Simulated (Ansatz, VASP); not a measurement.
One calculation of MoS2, two programs

```xyz
3
Lattice="1.6125 0.9310 6.2434 -1.6125 0.9310 6.2434 0.0000 -1.8620 6.2434" Properties=species:S:1:pos:R:3 pbc="T T T"
Mo    0.0000    0.0000    0.0000
S     0.0000    0.0000   14.0177
S     0.0000    0.0000   10.9553
```

Change from the starting cell: volume scaled by 1.06.

Alike in both runs: task single point; functional LDA; k mesh 15 × 15 × 15; occupations fermi-dirac, width 0.05 eV; no spin polarisation.

|  | VASP | Ansatz |
| --- | --- | --- |
| version | VASP 6.6.1 | Ansatz 0.2.0 |
| potentials or method | VASP PAW LDA potentials, release 64 (Mo_sv, S), cutoff 520 eV | all-electron LAPW, scalar-relativistic |

```tsv
	VASP	Ansatz	Ansatz less VASP
pressure (GPa)	-6.9	-7.0	-0.07
traceless stress, the component that is largest in VASP (GPa)	3.95	3.98	+0.026
rms of the force components (eV/Å)	0.074	0.080	+0.0058
```

LDA's correlation is that of Perdew and Zunger in VASP and of Perdew and Wang (1992) in Ansatz. Atom by atom the forces differ by 0.006 eV/Å (rms over components). Ansatz ran all-electron here, and VASP with PAW potentials.
